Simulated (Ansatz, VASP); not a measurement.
## One calculation of SiC, two programs

```
Si C
1.0
     0.00000    2.00008    2.08704
     2.00008    0.00000    2.08704
     2.00008    2.00008    0.00000
Si C
1 1
Direct
  0.00000 0.00000 0.00000
  0.75000 0.75000 0.75000
```

Change from the starting cell: strain -0.080 along x and y, -0.040 along z, atoms carried along.

Alike in both runs: task single point; functional PBE; k mesh 12 × 12 × 12; occupations gaussian, width 0.05 eV; no spin polarisation.

|  | VASP | Ansatz |
| --- | --- | --- |
| version | VASP 6.6.1 | Ansatz 0.2.0 |
| potentials or method | VASP PAW PBE potentials, release 64 (Si, C), cutoff 520 eV | scalar-relativistic, plane waves, PAW |
| valence electrons in the cell | 8 | 8 |

Ansatz gave:

```
gap on the k mesh at the Fermi level (eV)                     : 0.86
least direct gap on the mesh (eV)                             : 4.68
pressure (GPa)                                                : 75.4
traceless stress, the component that is largest in VASP (GPa) : -7.80
```

**Question.** Which values does VASP return?

**Answer.** gap on the k mesh at the Fermi level (eV): 0.86; least direct gap on the mesh (eV): 4.66; pressure (GPa): 75.2; traceless stress, the component that is largest in VASP (GPa): -7.84.

Both programs put the cell under a high pressure, so it lies far from rest at this level. The functional is the same, so the differences come from potentials, cutoffs and numerics.

Noted on VASP's run: the cell as given lies far from equilibrium.
